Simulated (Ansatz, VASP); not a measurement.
# Two plane-wave programs on Sb

```
CELL_PARAMETERS angstrom
0.00000 2.37124 2.37124
2.37124 0.00000 2.37124
2.37124 2.37124 0.00000
ATOMIC_POSITIONS crystal
Sb 0.00000 0.00000 0.00000
```

Alike in both runs: task single point; functional r2SCAN50; k mesh 5 × 5 × 5; occupations fermi-dirac, width 0.05 eV; no spin polarisation.

|  | VASP | Ansatz |
| --- | --- | --- |
| version | VASP 6.6.1 | Ansatz 0.2.0 |
| potentials or method | VASP PAW PBE potentials, release 64 (Sb) | Ansatz PAW |
| plane-wave cutoff (eV) | 520 | 500 |
| valence electrons in the cell | 5 | 15 |

|  | VASP | Ansatz | Ansatz less VASP |
| --- | --- | --- | --- |
| gap on the k mesh at the Fermi level (eV) | none | none | - |
| pressure (GPa) | -5.8 | -2.0 | +3.74 |

VASP's potentials were made for PBE, not for r2SCAN50. A gap of «none» marks a metal or a gap that the smearing closes. VASP's potentials hold 5 valence electrons a cell and Ansatz's 15, so a difference there can come from the potentials and not from the codes.

The k mesh is coarse, so the values compare programs but aren't converged. Neither program's run includes spin-orbit coupling.
